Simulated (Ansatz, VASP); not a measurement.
## Sb in VASP and in Ansatz

```
CELL_PARAMETERS angstrom
3.36900 0.00000 0.00000
-1.68450 2.91764 0.00000
0.00000 0.00000 5.33000
ATOMIC_POSITIONS crystal
Sb 0.33333 0.66667 0.25000
Sb 0.66667 0.33333 0.75000
```

Alike in both runs: task electric field gradients; functional PBE; k mesh 12 × 12 × 7; occupations fermi-dirac, width 0.05 eV; no spin polarisation.

|  | VASP | Ansatz |
| --- | --- | --- |
| version | VASP 6.6.1 | Ansatz 0.2.0 |
| potentials or method | VASP PAW PBE potentials, release 64 (Sb) | PAW with Ansatz's default frozen-core files, scalar-relativistic |
| plane-wave cutoff (eV) | 520 | 420 |
| valence electrons in the cell | 10 | 30 |

```tsv
	VASP	Ansatz	Ansatz less VASP
pressure (GPa)	2.9	3.0	+0.14
traceless stress, the component that is largest in VASP (GPa)	-0.75	-0.75	+0.006
size of Vzz on the site where it differs most (V/Å²)	21.1	22.9	+1.81
```

VASP's potentials hold 10 valence electrons a cell and Ansatz's 30, so a difference there can come from the potentials and not from the codes.

Neither program's run includes spin-orbit coupling.
